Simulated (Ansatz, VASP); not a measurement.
## LaBi in VASP and in Ansatz

Contents of INCAR:

```
PREC = Accurate
ENCUT = 520
EDIFF = 1E-7
ISMEAR = 0
SIGMA = 0.02
LREAL = F
LASPH = T
NELM = 80
ALGO = Normal
ISIF = 2
LWAVE = F
LCHARG = F
NBANDS = 20
```

File KPOINTS:

```
Automatic mesh
0
Gamma
  7 7 7
```

The input POSCAR:

```
LaBi
1.0
    0.0000000000      3.1925228221      3.1925228221
    3.1925228221      0.0000000000      3.1925228221
    3.1925228221      3.1925228221      0.0000000000
La Bi
1 1
Direct
    0.0000000000      0.0000000000      0.0000000000
    0.5000000000      0.5000000000      0.5000000000
```

Input for Ansatz:

```yaml
crystal:
  lattice:
    - [0.0, 3.192522822063395, 3.192522822063395]
    - [3.192522822063395, 0.0, 3.192522822063395]
    - [3.192522822063395, 3.192522822063395, 0.0]
  atoms:
    - { symbol: La, position: [0.0, 0.0, 0.0] }
    - { symbol: Bi, position: [0.5, 0.5, 0.5] }
basis:
  ecutwfc: 470.0
kpoints:
  mp_grid:
    grid: [7, 7, 7]
hamiltonian:
  xc: lda
scf:
  n_extra_bands: 2
  mixing:
    algorithm: anderson
  occupations:
    method: gaussian
    width: 0.02
output:
  stress: true
```

Alike in both runs: task single point; functional LDA; k mesh 7 × 7 × 7; occupations gaussian, width 0.02 eV; no spin polarisation.

```csv
,VASP,Ansatz
version,VASP 6.6.1,Ansatz 0.2.0
potentials or method,"VASP PAW LDA potentials, release 64 (La, Bi_d), cutoff 520 eV","plane waves, PAW"
valence electrons in the cell,26,26
```

|  | VASP | Ansatz | Ansatz less VASP |
| --- | --- | --- | --- |
| pressure (GPa) | 3.5 | 3.5 | -0.02 |

LDA's correlation is that of Perdew and Zunger in VASP and of Perdew and Wang (1992) in Ansatz.

Neither program's run includes spin-orbit coupling.
